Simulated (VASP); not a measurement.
# Ce2O (antifluorite type) (Fm-3m) in VASP: further runs, part 2 of 2

VASP 6.6.1. The steps go on from the part before.

### 5 Single point, PBE

This run uses another cell than the first one, of 19.45 Å³/atom.

File INCAR:

```
  PREC = Accurate
  ENCUT = 520
  EDIFF = 1E-6
  ISMEAR = -1
  SIGMA = 0.06122561905347299
  LREAL = F
  LASPH = T
  NELM = 80
  ALGO = Normal
  ISIF = 2
  LWAVE = F
  LCHARG = F
  GGA = PE
  NBANDS = 22
```

File KPOINTS:

```
regular mesh
0
Gamma
  11 11 11
```

File POSCAR:

```
Ce2O
1.0
    0.0000000000      3.0783324025      3.0783324025
    3.0783324025      0.0000000000      3.0783324025
    3.0783324025      3.0783324025      0.0000000000
Ce O
2 1
Direct
    0.2500000000      0.2500000000      0.2500000000
    0.7500000000      0.7500000000      0.7500000000
    0.0000000000      0.0000000000      0.0000000000
```

Potentials or basis: VASP PAW PBE potentials, release 64 (Ce, O).

Launch:

```sh
> cat potpaw_PBE.64/Ce/POTCAR potpaw_PBE.64/O/POTCAR > POTCAR
> mpirun -np 1 vasp_std > vasp.out
```

OUTCAR:

```text
PREC = Accurate
   ENCUT = 520
   EDIFF = 1E-6
   ISMEAR = -1
   LREAL = F
   LASPH = T
   NELM = 80
   ISIF = 2
   GGA = PE

 ion  position               nearest neighbor table
   1  0.250  0.250  0.250-   2 3.08   2 3.08   2 3.08   2 3.08   2 3.08   2 3.08
   2  0.750  0.750  0.750-   1 3.08   1 3.08   1 3.08   1 3.08   1 3.08   1 3.08
   3  0.000  0.000  0.000-

  LATTYP: Found a face centered cubic cell.
 ALAT       =     6.1566648050

  Lattice vectors:

 A1 = (   0.0000000000,   3.0783324025,   3.0783324025)
 A2 = (   3.0783324025,   0.0000000000,   3.0783324025)
 A3 = (   3.0783324025,   3.0783324025,   0.0000000000)

Analysis of symmetry for initial positions (statically):
=====================================================================
 Subroutine PRICEL returns:
 Original cell was already a primitive cell.

 Routine SETGRP: Setting up the symmetry group for a
 face centered cubic supercell.

 Subroutine GETGRP returns: Found 48 space group operations
 (whereof 48 operations were pure point group operations)
 out of a pool of 48 trial point group operations.

[... 160 lines left out ...]

  energy without entropy =      -20.36122325  energy(sigma->0) =      -20.42103010

 E-fermi :   9.6769     XC(G=0): -11.4440

 val. band max:        9.6725784946   @ k =  -0.4545   0.1818   0.0000
 cond. band min:       9.6786081487   @ k =   0.4545   0.2727   0.0000
 fundamental gap:      0.0060296541
 Fermi energy:         9.6769051247

 k-point     1 :       0.0000    0.0000    0.0000
  band No.  band energies     occupation
      1     -25.5996      2.00000
      2     -24.3684      2.00000
      3      -9.5020      2.00000
      4      -8.8150      2.00000
      5      -8.8150      2.00000
      6      -8.8150      2.00000
[... 589 lines left out ...]
     21      10.2259      0.00026
     22      10.2463      0.00018

 [... further k-points ...]

------------------------ aborting loop because EDIFF is reached ----------------------------------------

  FORCE on cell =-STRESS in cart. coord.  units (eV):
  Direction    XX          YY          ZZ          XY          YZ          ZX
  --------------------------------------------------------------------------------------
  -------------------------------------------------------------------------------------
  Total       -1.2909380     -1.2909380     -1.2909380      0.0000000      0.0000000     -0.0000000
  in kB      -35.4518919    -35.4518919    -35.4518919      0.0000000      0.0000000     -0.0000000
  external PRESSURE =     -35.4518919 kB  Pullay stress =       0.0000000 kB

 VOLUME and BASIS-vectors are now :
 -----------------------------------------------------------------------------
  energy-cutoff  :      520.00
  volume of cell :       58.34
      direct lattice vectors                 reciprocal lattice vectors
     0.000000000  3.078332403  3.078332403    -0.162425604  0.162425604  0.162425604
     3.078332403  0.000000000  3.078332403     0.162425604 -0.162425604  0.162425604
     3.078332403  3.078332403  0.000000000     0.162425604  0.162425604 -0.162425604

 POSITION                                       TOTAL-FORCE (eV/Angst)
 -----------------------------------------------------------------------------------
      1.53917      1.53917      1.53917         0.000000      0.000000      0.000000
      4.61750      4.61750      4.61750        -0.000000     -0.000000     -0.000000
      0.00000      0.00000      0.00000         0.000000      0.000000      0.000000
 -----------------------------------------------------------------------------------
    total drift:                                0.000000     -0.000000      0.000000

  FREE ENERGIE OF THE ION-ELECTRON SYSTEM (eV)
  ---------------------------------------------------
  free  energy   TOTEN  =       -20.4808369556 eV

  energy  without entropy=      -20.3612232451  energy(sigma->0) =      -20.42103010
```

stdout:

```text
POSCAR found type information on POSCAR CeO
 POSCAR found :  2 types and       3 ions
 scaLAPACK will be used
 LDA part: xc-table for (Slater+PW92), standard interpolation
 POSCAR, INCAR and KPOINTS ok, starting setup
 FFT: planning ... GRIDC
 FFT: planning ... GRID_SOFT
 FFT: planning ... GRID
 WAVECAR not read
 entering main loop
```

It took 84 s on 1 thread of AMD EPYC 7R43 (Zen 3), shared host; peak memory 0.19 GiB.

Results:

```yaml
Free_energy: -20.4808 eV
Pressure: -3.5 GPa
Band_gap_on_the_k_mesh: zero (bands 15 and 16 overlap by 0.09 eV)
```

Levels at points of the mesh, in eV from the Fermi level:
```tsv
k point	band 13	band 14	band 15	band 16	band 17	band 18
(0.00, 0.00, 0.00)	-1.93	-1.93	-1.67	0.43	0.43	0.43
```

Caveat: the cell stands under tension; spin-orbit coupling is left out, which moves the levels of the heavy elements; the run has no spin polarisation, though such a crystal can be magnetic; semilocal functionals describe open f shells poorly, which spoils levels, moments and volumes. With open d or f shells a metallic result of PBE can be an artefact of self-interaction; +U or a hybrid may open a gap.

### 6 Single point, PBE

This run uses another cell than the first one, of 19.82 Å³/atom.

File INCAR:

```
SYSTEM = Ce2O
PREC     = Accurate       ! precision mode
ENCUT    = 520            ! plane-wave cutoff, eV
EDIFF    = 1E-7           ! SCF threshold, eV
ISMEAR   = -1             ! smearing method
SIGMA    = 0.06122561905347299 ! smearing width, eV
LREAL    = .False.        ! projectors in reciprocal space
LASPH    = .True.         ! aspherical terms in the spheres
NELM     = 60             ! most SCF steps
ALGO     = Normal         ! electronic algorithm
ISIF     = 2              ! what is computed and relaxed
LWAVE    = .False.        ! write WAVECAR
LCHARG   = .False.        ! write CHGCAR
GGA      = PE             ! functional
NBANDS   = 22             ! bands
```

File KPOINTS:

```
Automatic mesh
0
Gamma
  11 11 11
  0 0 0
```

File POSCAR:

```
Ce2O
1.0
    0.0000000000      3.0979401439      3.0979401439
    3.0979401439      0.0000000000      3.0979401439
    3.0979401439      3.0979401439      0.0000000000
Ce O
2 1
Direct
    0.2500000000      0.2500000000      0.2500000000
    0.7500000000      0.7500000000      0.7500000000
    0.0000000000      0.0000000000      0.0000000000
```

Potentials or basis: VASP PAW PBE potentials, release 64 (Ce, O).

Launch:

```sh
> cat potpaw_PBE.64/Ce/POTCAR potpaw_PBE.64/O/POTCAR > POTCAR
> mpirun -np 1 vasp_std > vasp.out
```

Run time: 2.3 min. Hardware: 1 thread of AMD EPYC 7R43 (Zen 3), shared host; peak memory 0.22 GiB.

The run converged. Its results:

```
Free energy            : -20.4528 eV
Pressure               : -4.9 GPa
Band gap on the k mesh : zero (bands 15 and 16 overlap by 0.09 eV)
```

Levels at points of the mesh, in eV from the Fermi level:
| k point | band 12 | band 13 | band 14 | band 15 | band 16 | band 17 | band 18 | band 19 |
| --- | --- | --- | --- | --- | --- | --- | --- | --- |
| (0.00, 0.00, 0.00) | -5.98 | -1.87 | -1.87 | -1.69 | 0.42 | 0.42 | 0.42 | 0.45 |

Caveat: the cell stands under tension; spin-orbit coupling is left out, which moves the levels of the heavy elements; the run has no spin polarisation, though such a crystal can be magnetic; semilocal functionals describe open f shells poorly, which spoils levels, moments and volumes. With open d or f shells a metallic result of PBE can be an artefact of self-interaction; +U or a hybrid may open a gap.

### 7 Summary

```csv
cell,gap on the mesh (eV),pressure (GPa)
"a = 4.268 Å, angles 60.0°, 3 atoms",none,1.7
"a = 4.297 Å, angles 60.0°, 3 atoms",none,-0.3
"a = 4.325 Å, angles 60.0°, 3 atoms",none,-2.0
"a = 4.353 Å, angles 60.0°, 3 atoms",none,-3.5
"a = 4.381 Å, angles 60.0°, 3 atoms",none,-4.9
```

Alike in all rows: task single point; level PBE; potentials or basis VASP PAW PBE potentials, release 64 (Ce, O); no spin polarisation; k mesh 11 × 11 × 11; cutoff (eV) 520; smearing fermi-dirac 0.0612256 eV.

Caveats: spin-orbit coupling is left out, which moves the levels of the heavy elements; the run has no spin polarisation, though such a crystal can be magnetic; semilocal functionals describe open f shells poorly, which spoils levels, moments and volumes; the cell stands under tension (at least some runs).

Total energies depend on the potentials used, so only differences within one code and one set of settings carry meaning.
